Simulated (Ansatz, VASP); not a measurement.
# Al2O3: VASP beside Ansatz

```
Al O
1.0
     2.89678    0.00000    0.00000
    -1.44839    2.50869    0.00000
     0.00000    0.00000    8.18061
Al O
2 3
Direct
  0.00000 0.00000 0.27795
  0.00000 0.00000 0.72205
  0.33333 0.66667 0.19945
  0.66667 0.33333 0.80055
  0.00000 0.00000 0.50000
```

Change from the starting cell: strain -0.040 along x and y, +0.080 along z, atoms carried along.

Alike in both runs: task single point; functional r2SCAN; k mesh 12 × 12 × 4; occupations gaussian, width 0.05 eV; no spin polarisation.

```csv
,VASP,Ansatz
version,VASP 6.6.1,Ansatz 0.2.0
potentials or method,"VASP PAW PBE potentials, release 64 (Al, O), cutoff 520 eV","scalar-relativistic, plane waves, PAW"
valence electrons in the cell,24,24
```

```tsv
	VASP	Ansatz	Ansatz less VASP
gap on the k mesh at the Fermi level (eV)	1.57	1.55	-0.017
least direct gap on the mesh (eV)	1.57	1.55	-0.017
pressure (GPa)	-4.6	-4.4	+0.18
traceless stress, the component that is largest in VASP (GPa)	-34.20	-34.14	+0.066
rms of the force components (eV/Å)	1.232	1.248	+0.0154
```

VASP's potentials were made for PBE, not for r2SCAN. Atom by atom the forces differ by 0.021 eV/Å (rms over components). The functional is the same, so the differences come from potentials, cutoffs and numerics.
